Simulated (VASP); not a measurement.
# CoSn (d3) (P6/mmm) in VASP: notebook

Runs on CoSn (d3). Level: PBE+D3(BJ). Tasks: single point, relaxation of cell and atoms.

All numbers are computed with VASP 6.6.1; they aren't measurements. Logs are shortened: lines on timing, memory, paths and dates and some standing lists are left out, and cuts for length are marked.

## 1. The cell of the first run

The structure is hexagonal, space group P6/mmm (No. 191). Conventional cell: a = 5.241 Å, b = 5.241 Å, c = 4.186 Å, α = 90.00°, β = 90.00°, γ = 120.00°. Within 3.4 Å of Co (site symmetry mmm) lie 6 Sn at 2.58 to 2.62 Å and 4 Co at 2.62 Å. Within 3.4 Å of Sn (site symmetry -6m2) lie 6 Co at 2.58 Å and 3 Sn at 3.03 Å. Within 3.5 Å of Sn (site symmetry 6/mmm) lie 6 Co at 2.62 Å.

## 2. Single point, PBE+D3(BJ)

The input, INCAR:

```
SYSTEM = CoSn
PREC = Accurate ; ENCUT = 520
EDIFF = 1E-7 ; ISMEAR = 0
SIGMA = 0.1 ; LREAL = .FALSE.
LASPH = .TRUE. ; NELM = 100
ALGO = Normal ; ISIF = 2
LWAVE = .FALSE. ; LCHARG = .TRUE.
GGA = PE ; IVDW = 12
LELF = .TRUE. ; LVHAR = .TRUE.
NBANDS = 44
```

The input, KPOINTS:

```
Automatic mesh
0
G
  9 9 8
  0 0 0
```

The input, POSCAR:

```
CoSn
1.0
    5.2407028605      0.0000000000      0.0000000000
   -2.6203514302      4.5385818109      0.0000000000
    0.0000000000      0.0000000000      4.1860752616
Co Sn
3 3
Direct
    0.0000000000      0.5000000000      0.0000000000
    0.5000000000      0.5000000000      0.0000000000
    0.5000000000      0.0000000000      0.0000000000
    0.6666666667      0.3333333333      0.5000000000
    0.3333333333      0.6666666667      0.5000000000
    0.0000000000      0.0000000000      0.0000000000
```

Potentials or basis: VASP PAW PBE potentials, release 64 (Co, Sn_d).

Launch:

```sh
$ cat potpaw_PBE.64/Co/POTCAR potpaw_PBE.64/Sn_d/POTCAR > POTCAR
$ mpirun -np 1 vasp_std > vasp.out
```

OUTCAR:

```text
SYSTEM = CoSn
   PREC = Accurate
   ENCUT = 520
   EDIFF = 1E-7
   ISMEAR = 0
   LREAL = .FALSE.
   LASPH = .TRUE.
   NELM = 100
   ISIF = 2
   GGA = PE
   IVDW = 12
 IVDW          = 12

 ion  position               nearest neighbor table
   1  0.000  0.500  0.000-   4 2.58   5 2.58   4 2.58   5 2.58   6 2.62   6 2.62   2 2.62   2 2.62
                             3 2.62   3 2.62
   2  0.500  0.500  0.000-   4 2.58   5 2.58   4 2.58   5 2.58   3 2.62   3 2.62   1 2.62   1 2.62
                             6 2.62   6 2.62
   3  0.500  0.000  0.000-   4 2.58   5 2.58   4 2.58   5 2.58   2 2.62   2 2.62   6 2.62   6 2.62
                             1 2.62   1 2.62
   4  0.667  0.333  0.500-   3 2.58   3 2.58   1 2.58   1 2.58   2 2.58   2 2.58   5 3.03   5 3.03
                             5 3.03   6 3.68   6 3.68   6 3.68   6 3.68   6 3.68   6 3.68
   5  0.333  0.667  0.500-   3 2.58   3 2.58   1 2.58   1 2.58   2 2.58   2 2.58   4 3.03   4 3.03
                             4 3.03   6 3.68   6 3.68   6 3.68   6 3.68   6 3.68   6 3.68
   6  0.000  0.000  0.000-   1 2.62   1 2.62   3 2.62   3 2.62   2 2.62   2 2.62   5 3.68   4 3.68
                             5 3.68   4 3.68   4 3.68   4 3.68   5 3.68   5 3.68   4 3.68   5 3.68

  LATTYP: Found a hexagonal cell.
 ALAT       =     5.2407028605
 C/A-ratio  =     0.7987621838

  Lattice vectors:

 A1 = (   5.2407028605,   0.0000000000,   0.0000000000)
 A2 = (  -2.6203514302,   4.5385818109,   0.0000000000)
 A3 = (   0.0000000000,   0.0000000000,   4.1860752616)

Analysis of symmetry for initial positions (statically):
=====================================================================
 Subroutine PRICEL returns:
 Original cell was already a primitive cell.

 Routine SETGRP: Setting up the symmetry group for a
 hexagonal supercell.

 Subroutine GETGRP returns: Found 24 space group operations
 (whereof 24 operations were pure point group operations)
 out of a pool of 24 trial point group operations.

The static configuration has the point symmetry D_6h.

Analysis of symmetry for dynamics (positions and initial velocities):
=====================================================================
 Subroutine PRICEL returns:
 Original cell was already a primitive cell.

 Routine SETGRP: Setting up the symmetry group for a
 hexagonal supercell.

 Subroutine GETGRP returns: Found 24 space group operations
 (whereof 24 operations were pure point group operations)
 out of a pool of 24 trial point group operations.

The dynamic configuration has the point symmetry D_6h.

 Subroutine INISYM returns: Found 24 space group operations
 (whereof 24 operations are pure point group operations),
 and found     1 'primitive' translations

----------------------------------------------------------------------------------------

                                     Primitive cell

  volume of cell :      99.5673

  direct lattice vectors                    reciprocal lattice vectors
     5.240702860  0.000000000  0.000000000     0.190814100  0.110166572  0.000000000
    -2.620351430  4.538581811  0.000000000     0.000000000  0.220333144  0.000000000
     0.000000000  0.000000000  4.186075262     0.000000000  0.000000000  0.238887248

  length of vectors
     5.240702860  5.240702860  4.186075262     0.220333144  0.220333144  0.238887248

  position of ions in fractional coordinates (direct lattice)
     0.000000000  0.500000000  0.000000000
     0.500000000  0.500000000  0.000000000
     0.500000000  0.000000000  0.000000000
     0.666666667  0.333333333  0.500000000
     0.333333333  0.666666667  0.500000000
     0.000000000  0.000000000  0.000000000

  ion indices of the primitive-cell ions
   primitive index   ion index
                 1           1
                 2           2
                 3           3
                 4           4
                 5           5
                 6           6

----------------------------------------------------------------------------------------

 KPOINTS: Automatic mesh

Automatic generation of k-mesh.
 Grid dimensions read from file:
 generate k-points for:    9    9    8

 Generating k-lattice:

  Cartesian coordinates                     Fractional coordinates (reciprocal lattice)
     0.021201567  0.012240730  0.000000000     0.111111111  0.000000000  0.000000000
     0.000000000  0.024481460  0.000000000     0.000000000  0.111111111  0.000000000
     0.000000000  0.000000000  0.029860906     0.000000000  0.000000000  0.125000000

  Length of vectors
     0.024481460  0.024481460  0.029860906

  Shift w.r.t. Gamma in fractional coordinates (k-lattice)
     0.000000000  0.000000000  0.000000000

 Subroutine IBZKPT returns following result:
 ===========================================

 Found     60 irreducible k-points:

 Following reciprocal coordinates:
            Coordinates               Weight
  0.000000  0.000000  0.000000      1.000000
  0.111111 -0.000000  0.000000      6.000000
  0.222222  0.000000  0.000000      6.000000
  0.333333 -0.000000  0.000000      6.000000
  0.444444  0.000000  0.000000      6.000000
  0.111111  0.111111  0.000000      6.000000
[... 16 lines left out ...]
  0.333333  0.222222  0.125000     24.000000
  0.333333  0.333333  0.125000      4.000000
 [... further k-points ...]
   k-points           NKPTS =     60   k-points in BZ     NKDIM =     60   number of bands    NBANDS=     44
   number of dos      NEDOS =    301   number of ions     NIONS =      6
   total plane-waves  NPLWV =  51200
   dimension x,y,z NGX =    40 NGY =   40 NGZ =   32
   dimension x,y,z NGXF=    80 NGYF=   80 NGZF=   64
   ions per type =               3   3
   NGX,Y,Z   is equivalent  to a cutoff of  12.69, 12.69, 12.71 a.u.
   NGXF,Y,Z  is equivalent  to a cutoff of  25.38, 25.38, 25.42 a.u.
 SYSTEM =  CoSn
   PREC   = accura    normal or accurate (medium, high low for compatibility)
   ISTART =      0    job   : 0-new  1-cont  2-samecut
   ICHARG =      2    charge: 1-file 2-atom 10-const
   ISPIN  =      1    spin polarized calculation?
   LNONCOLLINEAR =      F non collinear calculations
   LSORBIT =      F    spin-orbit coupling
   LASPH  =      T    aspherical Exc in radial PAW
   ENCUT  =  520.0 eV  38.22 Ry    6.18 a.u.   9.74  9.74  7.78*2*pi/ulx,y,z
   NELM   =    100;   NELMIN=  2; NELMDL= -5     # of ELM steps
   EDIFF  = 0.1E-06   stopping-criterion for ELM
   LREAL  =      F    real-space projection
   EDIFFG = 0.1E-05   stopping-criterion for IOM
   NSW    =      0    number of steps for IOM
   IBRION =     -1    ionic relax: 0-MD 1-quasi-New 2-CG
   NFREE  =      0    steps in history (QN), initial steepest desc. (CG)
   ISIF   =      2    stress and relaxation
   ISYM   =      2    0-nonsym 1-usesym 2-fastsym
   POTIM  = 0.5000    time-step for ionic-motion
   TEBEG  =    0.0;   TEEND  =   0.0 temperature during run
   PSTRESS=    0.0 pullay stress
   NELECT =      69.0000    total number of electrons
   NUPDOWN=      -1.0000    fix difference up-down
   EMIN   =  10.00;   EMAX   =-10.00  energy-range for DOS
   EFERMI =   0.00;   METHOD = LEGACY
   ISMEAR =     0;   SIGMA  =   0.10  broadening in eV -4-tet -1-fermi 0-gaus
   EFERMI_NEDOS =   21; number of points for ismear=-14 and -15
   IALGO  =     38    algorithm
   IMIX   =      4    mixing-type and parameters
     AMIX     =   0.40;   BMIX     =  1.00
     AMIX_MAG =   1.60;   BMIX_MAG =  1.00
  volume/ion in A,a.u.               =      16.59       111.99
  Fermi-wavevector in a.u.,A,eV,Ry     =   1.448724  2.737691 28.555919  2.098801
  Thomas-Fermi vector in A             =   2.566532
   LORBIT       =      0    0 simple, 1 ext, 2 COOP (PROOUT), +10 PAW based schemes
   GGA     = PE    functional components
   LHFCALC =     F    Hartree Fock is set to
   AEXX    =    0.0000 exact exchange contribution
   IVDW    =    12    specifies the selected vdW correction
   LEPSILON=     F    determine dielectric tensor
   LRPA    =     F    only Hartree local field effects (RPA)
 non-spin polarized calculation
 Gauss-broadening in eV      SIGMA  =   0.10
  energy-cutoff  :      520.00
  volume of cell :       99.57
 maximum number of plane-waves:      2703
 NGX is ok and might be reduce to    40
   NGX = 19   NGY = 19   NGZ = 15

 number of electron      69.0000004 magnetization

 Free energy of the ion-electron system (eV)
  ---------------------------------------------------
  ext. energy  EPLUGINS =         0.00000000
  ---------------------------------------------------
  free energy    TOTEN  =       -33.21855612 eV

  energy without entropy =      -33.20658444  energy(sigma->0) =      -33.21257028

 E-fermi :  10.1792     XC(G=0): -11.8715

 val. band max:       10.1694311231   @ k =   0.3333  -0.0000   0.1250
 cond. band min:      10.2400761852   @ k =   0.4444   0.1111   0.2500
 fundamental gap:      0.0706450621
 Fermi energy:        10.1792405837

 k-point     1 :       0.0000    0.0000    0.0000
  band No.  band energies     occupation
      1     -11.3292      2.00000
      2     -11.2139      2.00000
      3     -11.2139      2.00000
      4     -11.1991      2.00000
      5     -11.1991      2.00000
      6     -11.1060      2.00000
[... 36 lines left out ...]
     43      16.2881      0.00000
     44      16.8618      0.00000

 k-point     2 :       0.1111   -0.0000    0.0000
  band No.  band energies     occupation
      1     -11.3281      2.00000
      2     -11.2153      2.00000
      3     -11.2141      2.00000
      4     -11.2100      2.00000
      5     -11.2054      2.00000
      6     -11.1169      2.00000
[... 36 lines left out ...]
     43      15.8413      0.00000
     44      16.0861      0.00000

 k-point     3 :       0.2222    0.0000    0.0000
  band No.  band energies     occupation
      1     -11.3254      2.00000
      2     -11.2320      2.00000
      3     -11.2215      2.00000
      4     -11.2186      2.00000
      5     -11.2133      2.00000
      6     -11.1262      2.00000
[... 976 lines left out ...]
     43      15.9780      0.00000
     44      16.5411      0.00000

 k-point    24 :       0.3333    0.3333    0.1250
  band No.  band energies     occupation
      1     -11.3201      2.00000
      2     -11.2949      2.00000
      3     -11.2132      2.00000
      4     -11.2132      2.00000
      5     -11.1812      2.00000
      6     -11.1812      2.00000
[... 36 lines left out ...]
     43      16.8543      0.00000
     44      17.0169      0.00000

 [... further k-points ...]

------------------------ aborting loop because EDIFF is reached ----------------------------------------

 Edisp (eV)   -2.60629

 E8    (eV) :    -1.2109

  FORCE on cell =-STRESS in cart. coord.  units (eV):
  Direction    XX          YY          ZZ          XY          YZ          ZX
  --------------------------------------------------------------------------------------
  -------------------------------------------------------------------------------------
  Total      -0.03132    -0.03132    -0.09230    -0.00000     0.00000     0.00000
  in kB      -0.50402    -0.50402    -1.48531    -0.00000     0.00000     0.00000
  external pressure =       -0.83 kB  Pullay stress =        0.00 kB

 VOLUME and BASIS-vectors are now :
 -----------------------------------------------------------------------------
  energy-cutoff  :      520.00
  volume of cell :       99.57
      direct lattice vectors                 reciprocal lattice vectors
     5.240702860  0.000000000  0.000000000     0.190814100  0.110166572  0.000000000
    -2.620351430  4.538581811  0.000000000     0.000000000  0.220333144  0.000000000
     0.000000000  0.000000000  4.186075262     0.000000000  0.000000000  0.238887248

 POSITION                                       TOTAL-FORCE (eV/Angst)
 -----------------------------------------------------------------------------------
     -1.31018      2.26929      0.00000        -0.000000      0.000000      0.000000
      1.31018      2.26929      0.00000        -0.000000      0.000000      0.000000
      2.62035      0.00000      0.00000        -0.000000      0.000000      0.000000
      2.62035      1.51286      2.09304        -0.000000      0.000000      0.000000
     -0.00000      3.02572      2.09304         0.000000      0.000000     -0.000000
      0.00000      0.00000      0.00000        -0.000000      0.000000      0.000000
 -----------------------------------------------------------------------------------
    total drift:                               -0.000000      0.000000     -0.000000

  FREE ENERGIE OF THE ION-ELECTRON SYSTEM (eV)
  ---------------------------------------------------
  free  energy   TOTEN  =       -35.8248444234 eV

  energy  without entropy=      -35.8128727404  energy(sigma->0) =      -35.81885858
```

Wall time 2.1 min (1 thread of AMD EPYC 9R45 (Zen 5), shared host); peak memory 0.33 GiB.

Results:

* Free energy: -35.8248 eV
* Pressure: -0.1 GPa
* Dispersion energy per atom: -0.434 eV

Stress tensor (GPa, compression positive):
```
-0.05  0.00  0.00
 0.00 -0.05  0.00
 0.00  0.00 -0.15
```

Levels at points of the mesh, in eV from the Fermi level:
```
           k point  band 32  band 33  band 34  band 35  band 36  band 37
(0.00, 0.00, 0.00)    -0.43    -0.40    -0.40     0.55     0.67     1.43
(0.00, 0.00, 0.50)    -0.50    -0.48    -0.48    -0.39    -0.39    -0.13
```

Caveat: spin-orbit coupling is left out, which moves the levels of the heavy elements; pairwise dispersion overbinds metals, which lowers pressure and volume. Spin polarisation is off, so any magnetic state and its effect on volume and gap are missing.

(Continued in part 2 of 2.)
